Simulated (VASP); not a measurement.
## Pt: single point with PBEsol

Crystal: Pt.

```
Pt
1.0
    -1.56347    1.56347    1.56347
     1.56347   -1.56347    1.56347
     1.56347    1.56347   -1.56347
Pt
1
Direct
  0.00000 0.00000 0.00000
```

```json
{"Program": "VASP 6.6.1", "Task": "single point", "Functional": "PBEsol", "Potentials or basis": "VASP PAW PBE potentials, release 64 (Pt)", "Cutoff": "520 eV", "k mesh": "8 × 8 × 8", "Occupations": "gaussian, width 0.1 eV", "Spin": "no spin polarisation", "Dipole correction": "no", "Further INCAR settings": "ALGO = Normal; EDIFF = 1e-06; NBANDS = 11"}
```

| Quantity | Value |
| --- | --- |
| Pressure | -0.3 GPa |
| Band gap on the k mesh | zero (band 5 reaches 11.68 eV, above the bottom of band 6 at 9.60 eV) |

Levels at points of the mesh, in eV from the Fermi level:
```tsv
k point	band 2	band 3	band 4	band 5	band 6	band 7	band 8	band 9
(0.00, 0.00, 0.00)	-3.72	-3.72	-3.72	-1.08	-1.08	17.01	17.01	17.01
(0.50, 0.00, 0.00)	-5.23	-1.27	-0.73	0.03	1.08	6.50	13.17	16.03
(0.50, 0.50, 0.50)	-6.47	0.53	0.53	0.53	7.62	7.62	7.62	13.15
```

Wall time 3.6 s on 1 thread of Intel(R) Xeon(R) 6975P-C (Granite Rapids) (shared host), peak memory 0.12 GiB.

Caveat: the PAW data sets were made with another functional, which shifts forces and pressure a little; spin-orbit coupling is left out, which moves the levels of the heavy elements.
